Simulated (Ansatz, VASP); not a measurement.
**LiCl in VASP and in Ansatz**

```xyz
2
Lattice="0.0000 2.5751 2.5751 2.5751 0.0000 2.5751 2.5751 2.5751 0.0000" Properties=species:S:1:pos:R:3 pbc="T T T"
Li    0.0000    0.0000    0.0000
Cl    2.5751    2.5751    2.5751
```

Alike in both runs: functional PBE; k mesh 8 × 8 × 8; occupations gaussian, width 0.02 eV; no spin polarisation.

Ansatz relaxed the structure, and its values are those at the end. VASP's run is a single point on that final structure, the one shown.

|  | VASP | Ansatz |
| --- | --- | --- |
| version | VASP 6.6.1 | Ansatz 0.2.0 |
| potentials or method | VASP PAW PBE potentials, release 64 (Li_sv, Cl), cutoff 520 eV | scalar-relativistic, plane waves, PAW |
| valence electrons in the cell | 10 | 10 |

Ansatz gave:

```
gap on the k mesh at the Fermi level (eV) : 6.26
least direct gap on the mesh (eV)         : 6.26
```

Question: What did VASP give for the same quantities?

Answer: gap on the k mesh at the Fermi level (eV): 6.27; least direct gap on the mesh (eV): 6.27.

With one functional, cell and mesh, what is left measures potentials, basis and numerics.

Noted on VASP's run: the cutoff is short for stress, so the pressure is rough.
